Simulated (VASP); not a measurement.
Na4Y3N:

```
CELL_PARAMETERS angstrom
5.43761 0.00000 0.00000
0.00000 5.43761 0.00000
0.00000 0.00000 5.43761
ATOMIC_POSITIONS crystal
Na 0.50000 0.50000 0.50000
Na 0.00000 0.50000 0.50000
Na 0.50000 0.00000 0.50000
Na 0.50000 0.50000 0.00000
Y 0.50000 0.00000 0.00000
Y 0.00000 0.50000 0.00000
Y 0.00000 0.00000 0.50000
N 0.00000 0.00000 0.00000
```

The cell was generated, and may not be a known phase.

```yaml
Program: VASP 6.6.1
Task: relaxation of cell and atoms
Functional: PBE
Potentials_or_basis: VASP PAW PBE potentials, release 64 (Na_sv, Y_sv, N)
Cutoff: 1130 eV
k_mesh: 4 × 4 × 4
Occupations: gaussian, width 0.1 eV
Spin: no spin polarisation
```

At the start: pressure 10.2 GPa; volume 20.10 Å³/atom.

Problem. How do energy, volume and symmetry change on relaxing?

Solution. Over 3 steps the energy falls by 131.2 meV/atom and the volume is 25.25 Å³/atom (+25.6 %); space group Pm-3m (No. 221, to 0.1 Å) before and after.

The path:
| step | energy change (eV) | largest force (eV/Å) | pressure (GPa) | volume (Å³) |
| --- | --- | --- | --- | --- |
| 1 | 0.0000 | 0.0000 | 10.23 | 160.78 |
| 2 | -1.0190 | 0.0000 | 1.28 | 192.53 |
| 3 | -1.0494 | 0.0000 | -0.18 | 201.98 |

Final structure:
```xyz
8
Lattice="5.8673 0.0000 0.0000 0.0000 5.8673 0.0000 0.0000 0.0000 5.8673" Properties=species:S:1:pos:R:3 pbc="T T T"
Na    2.9336    2.9336    2.9336
Na    0.0000    2.9336    2.9336
Na    2.9336    0.0000    2.9336
Na    2.9336    2.9336    0.0000
Y     2.9336    0.0000    0.0000
Y     0.0000    2.9336    0.0000
Y     0.0000    0.0000    2.9336
N     0.0000    0.0000    0.0000
```

Caveat: the volume moved by over 15 % at a fixed basis, so the end points are rough.
